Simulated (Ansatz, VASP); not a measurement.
**Mg2Ti3O3 in VASP and in Ansatz**

```
Mg Ti O
1.0
     4.75933    0.00000    0.00000
     0.00000    4.75933    0.00000
     0.00000    0.00000    4.75933
Mg Ti O
2 3 3
Direct
  0.50000 0.50000 0.50000
  0.00000 0.00000 0.00000
  0.00000 0.50000 0.50000
  0.50000 0.00000 0.50000
  0.50000 0.50000 0.00000
  0.50000 0.00000 0.00000
  0.00000 0.50000 0.00000
  0.00000 0.00000 0.50000
```

Alike in both runs: task relaxation of cell and atoms; functional PBE; k mesh 4 × 4 × 4; occupations gaussian, width 0.2 eV; collinear spin.

|  | VASP | Ansatz |
| --- | --- | --- |
| version | VASP 6.6.1 | Ansatz 0.2.0 |
| potentials or method | VASP PAW PBE potentials, release 64 (Mg, Ti_sv, O), cutoff 600 eV | scalar-relativistic, plane waves, PAW |
| valence electrons in the cell | 58 | 74 |

VASP gave:

| Quantity | Value |
| --- | --- |
| gap on the k mesh at the Fermi level, each at its own relaxed structure (eV) | none |
| net moment per atom (μB) | 0.00 |
| relaxed volume (Å³/atom) | 12.37 |
| relaxed length of the cell vector where the two differ most in proportion (Å) | 4.625 |

Q: Estimate Ansatz's values.

A: gap on the k mesh at the Fermi level, each at its own relaxed structure (eV): none; net moment per atom (μB): 0.00; relaxed volume (Å³/atom): 12.38; relaxed length of the cell vector where the two differ most in proportion (Å): 4.627.

A gap of «none» marks a metal or a gap that the smearing closes. VASP's potentials hold 58 valence electrons a cell and Ansatz's 74, so a difference there can come from the potentials and not from the codes. Ansatz's warnings: seeded moment not kept.
